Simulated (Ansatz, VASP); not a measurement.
## CdS: VASP beside Ansatz

Contents of INCAR:

```
SYSTEM = CdS
  PREC = Accurate
  ENCUT = 600
  EDIFF = 1E-7
  ISMEAR = -1
  SIGMA = 0.05
  LREAL = .False.
  LASPH = .True.
  NELM = 60
  ALGO = Normal
  ISIF = 3
  LWAVE = .False.
  LCHARG = .False.
  GGA = B5
  ALDAX = 1.0
  AGGAX = 1.0
  AGGAC = 1.0
  ALDAC = 0.0
  IVDW = 13
  VDW_S6 = 1.0
  VDW_S8 = 2.34076671
  VDW_A1 = 0.44488865
  VDW_A2 = 4.0933009
  IBRION = 2
  NSW = 60
  EDIFFG = -0.01
```

The input KPOINTS:

```
regular mesh
0
Gamma
  8 8 8
  0 0 0
```

The input POSCAR:

```
CdS
1.0
    0.0000000000      2.7532440000      2.7532440000
    2.7532440000      0.0000000000      2.7532440000
    2.7532440000      2.7532440000      0.0000000000
Cd S
1 1
Direct
    0.0000000000      0.0000000000      0.0000000000
    0.5000000000      0.5000000000      0.5000000000
```

File input.yaml:

```yaml
crystal:
  lattice:
    - [0.0, 2.753244, 2.753244]
    - [2.753244, 0.0, 2.753244]
    - [2.753244, 2.753244, 0.0]
  atoms:
    - { symbol: Cd, position: [0.0, 0.0, 0.0] }
    - { symbol: S, position: [0.5, 0.5, 0.5] }
hamiltonian:
  xc: blyp
  pseudopotentials: { kind: paw }
  dispersion: d4
kpoints:
  mp_grid: { grid: [8, 8, 8] }
scf:
  occupations: { method: fermi_dirac, width: 0.05 }
output:
  forces: true
  stress: true
  eigenvalues: true
relax:
  f_tol: 0.01
  max_steps: 40
  cell: { stress_tol: 0.05 }
```

Alike in both runs: task relaxation of cell and atoms; functional BLYP; dispersion D4; k mesh 8 × 8 × 8; occupations fermi-dirac, width 0.05 eV; no spin polarisation.

```csv
,VASP,Ansatz
version,VASP 6.6.1,Ansatz 0.2.0
potentials or method,"VASP PAW PBE potentials, release 64 (Cd, S)",Ansatz PAW
plane-wave cutoff (eV),600,420
valence electrons in the cell,18,26
```

Ansatz gave:

- gap on the k mesh at the Fermi level, each at its own relaxed structure (eV): 0.16
- relaxed volume (Å³/atom): 20.45
- relaxed cell length with the largest relative difference (Å): 3.867

Problem. Estimate VASP's values.

Solution. gap on the k mesh at the Fermi level, each at its own relaxed structure (eV): 0.18; relaxed volume (Å³/atom): 20.57; relaxed cell length with the largest relative difference (Å): 3.875.

VASP's potentials were made for PBE, not for BLYP. VASP's potentials hold 18 valence electrons a cell and Ansatz's 26, so a difference there can come from the potentials and not from the codes.

Noted on Ansatz's run: the plane-wave basis is chosen anew once the cell has moved, so the energies of steps on either side of that aren't comparable.
